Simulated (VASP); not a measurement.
A run of VASP 6.6.1 is set up as follows.

The input INCAR:

```
PREC = Accurate ; ENCUT = 520
EDIFF = 1E-7 ; ISMEAR = 0
SIGMA = 0.05 ; LREAL = False
LASPH = True ; NELM = 150
ALGO = Normal ; ISIF = 2
LWAVE = False ; LCHARG = False
ISPIN = 2 ; MAGMOM = 3.15 -0.15 -0.15
LORBIT = 11 ; LMAXMIX = 4
LDAU = True ; LDAUTYPE = 2
LDAUL = 2 -1 ; LDAUU = 3.9 0
LDAUJ = 0 0 ; LDAUPRINT = 1
GGA = PE ; NBANDS = 24
```

The input KPOINTS:

```
Automatic mesh
0
Gamma
  10 10 6
```

The input POSCAR:

```
MnO2
1.0
    2.9203003366      0.0000000000      0.0000000000
   -1.4601501683      2.5290542782      0.0000000000
    0.0000000000      0.0000000000      5.5070216066
Mn O
1 2
Direct
    0.0000000000      0.0000000000      0.0000000000
    0.3333333333      0.6666666667      0.1728657965
    0.6666666667      0.3333333333      0.8271342035
```

Potentials or basis: VASP PAW PBE potentials, release 64 (Mn_pv, O).

Launch:

```console
$ cat potpaw_PBE.64/Mn_pv/POTCAR potpaw_PBE.64/O/POTCAR > POTCAR
$ mpirun -np 1 vasp_std > vasp.out
```

**Question.** Predict the site moments.

**Answer.** Mn +3.24; O -0.13 μB.

**Question.** Predict the net moment.

**Answer.** 3.00 μB per cell.

**Question.** Predict the band gap on the k mesh.

**Answer.** 1.86 eV (least direct gap 2.03 eV).

**Question.** Estimate the largest force.

**Answer.** 0.086 eV/Å.

Stress tensor (GPa, compression positive):
```
0.30 0.00 0.00
0.00 0.30 0.00
0.00 0.00 0.49
```

Caveat: a cell with one magnetic atom can't hold antiferromagnetic order, which such compounds often take. The state reached can hang on the start; a lower one may exist.
